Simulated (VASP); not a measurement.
Here is a VASP 6.6.1 calculation.

File INCAR:

```
  PREC = Accurate
  ENCUT = 520
  EDIFF = 1E-6
  ISMEAR = -1
  SIGMA = 0.05
  LREAL = F
  LASPH = T
  NELM = 60
  ALGO = Fast
  ISIF = 2
  LWAVE = F
  LCHARG = T
  GGA = CA
  LELF = T
  LVHAR = T
  NBANDS = 34
```

Contents of KPOINTS:

```
regular mesh
0
Gamma
  7 7 6
```

Contents of POSCAR:

```
Ga
1.0
    3.8169566100     -2.3266295500      0.0000000000
    3.8169566100      2.3266295500      0.0000000000
    0.0000000000      0.0000000000      4.4882540000
Ga
4
Direct
    0.6655504900      0.0096853900      0.2500000000
    0.0096853900      0.6655504900      0.7500000000
    0.3344495100      0.9903146100      0.7500000000
    0.9903146100      0.3344495100      0.2500000000
```

Potentials or basis: VASP PAW LDA potentials, release 64 (Ga_d).

Launch:

```bash
$ cat potpaw_LDA.64/Ga_d/POTCAR > POTCAR
$ mpirun -np 1 vasp_std > vasp.out
```

(1) Predict the pressure.

(2) Estimate the largest force.

Answers

(1) -2.2 GPa.

(2) 0.043 eV/Å.
